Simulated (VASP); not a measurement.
Here is a VASP 6.6.1 calculation.

INCAR

```
ALGO     = Normal         # electronic algorithm
EDIFF    = 1E-6           # SCF threshold, eV
ENCUT    = 520            # plane-wave cutoff, eV
GGA      = PE             # functional
ISIF     = 2              # what is computed and relaxed
ISMEAR   = 0              # smearing method
LASPH    = True           # aspherical terms in the spheres
LCHARG   = False          # write CHGCAR
LREAL    = False          # projectors in reciprocal space
LWAVE    = False          # write WAVECAR
NBANDS   = 24             # bands
NELM     = 60             # most SCF steps
PREC     = Accurate       # precision mode
SIGMA    = 0.05           # smearing width, eV
```

The input KPOINTS:

```
k-points
0
Gamma
  8 8 8
```

Contents of POSCAR:

```
LaB6
1.0
    4.0773580665      0.0000000000      0.0000000000
    0.0000000000      4.0773580665      0.0000000000
    0.0000000000      0.0000000000      4.0773580665
La B
1 6
Direct
    0.0000000000      0.0000000000      0.0000000000
    0.1991260933      0.5000000000      0.5000000000
    0.8008739067      0.5000000000      0.5000000000
    0.5000000000      0.5000000000      0.1991260933
    0.5000000000      0.5000000000      0.8008739067
    0.5000000000      0.1991260933      0.5000000000
    0.5000000000      0.8008739067      0.5000000000
```

Potentials or basis: VASP PAW PBE potentials, release 64 (La, B).

The run is started by

```bash
$ cat potpaw_PBE.64/La/POTCAR potpaw_PBE.64/B/POTCAR > POTCAR
$ mpirun -np 1 vasp_std > vasp.out
```

(1) What does it give for the pressure?

(2) Predict the band gap on the k mesh.

(3) Estimate the largest force.

## Answers

(1) 10.8 GPa.

(2) zero (an odd number of electrons rules out a gap without spin polarisation).

(3) 0.020 eV/Å.

Caveat: the cell stands under pressure; spin-orbit coupling is left out, which moves the levels of the heavy elements.
